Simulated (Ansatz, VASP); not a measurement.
One calculation of Cd4H, two programs

INCAR

```
PREC = Accurate
ENCUT = 520
EDIFF = 1E-6
ISMEAR = 0
SIGMA = 0.1
LREAL = False
LASPH = True
NELM = 60
ALGO = Normal
ISIF = 2
LWAVE = False
LCHARG = True
GGA = PE
LELF = True
LVHAR = True
NBANDS = 32
```

KPOINTS

```
Automatic mesh
0
Gamma
  4 4 4
```

Contents of POSCAR:

```
Cd4H
1.0
   -3.0942241100      3.0942241100      3.0942241100
    3.0942241100     -3.0942241100      3.0942241100
    3.0942241100      3.0942241100     -3.0942241100
Cd H
4 1
Direct
    0.0000000000      0.6305807800      0.0000000000
    0.3694192200      0.3694192200      0.3694192200
    0.0000000000      0.0000000000      0.6305807800
    0.6305807800      0.0000000000      0.0000000000
    0.0000000000      0.0000000000      0.0000000000
```

Input for Ansatz:

```yaml
crystal:
  lattice:
    - [-3.09422411, 3.09422411, 3.09422411]
    - [3.09422411, -3.09422411, 3.09422411]
    - [3.09422411, 3.09422411, -3.09422411]
  atoms:
    - { symbol: Cd, position: [0.0, 0.63058078, 0.0] }
    - { symbol: Cd, position: [0.36941922, 0.36941922, 0.36941922] }
    - { symbol: Cd, position: [0.0, 0.0, 0.63058078] }
    - { symbol: Cd, position: [0.63058078, 0.0, 0.0] }
    - { symbol: H, position: [0.0, 0.0, 0.0] }
basis:
  ecutwfc: 420
kpoints:
  mp_grid: { grid: [4, 4, 4] }
hamiltonian:
  xc: pbe
scf:
  occupations: { method: gaussian, width: 0.1 }
  lower_state_search: "off"
output:
  forces: true
  stress: true
  eigenvalues: true
```

Change from the starting cell: species swapped into the GeF4 type (I-43m, No. 217).

Alike in both runs: task single point; functional PBE; k mesh 4 × 4 × 4; occupations gaussian, width 0.1 eV; no spin polarisation.

|  | VASP | Ansatz |
| --- | --- | --- |
| version | VASP 6.6.1 | Ansatz 0.2.0 |
| potentials or method | VASP PAW PBE potentials, release 64 (Cd, H), cutoff 520 eV | scalar-relativistic, plane waves, PAW |
| valence electrons in the cell | 49 | 81 |

Ansatz gave:

| Property | Result |
| --- | --- |
| gap on the k mesh at the Fermi level (eV) | none |
| pressure (GPa) | 0.8 |
| rms of the force components (eV/Å) | 0.380 |

Which values does VASP return?

gap on the k mesh at the Fermi level (eV): none; pressure (GPa): 1.0; rms of the force components (eV/Å): 0.397.

Atom by atom the forces differ by 0.017 eV/Å (rms over components). A gap of «none» marks a metal or a gap that the smearing closes. VASP's potentials hold 49 valence electrons a cell and Ansatz's 81, so a difference there can come from the potentials and not from the codes.
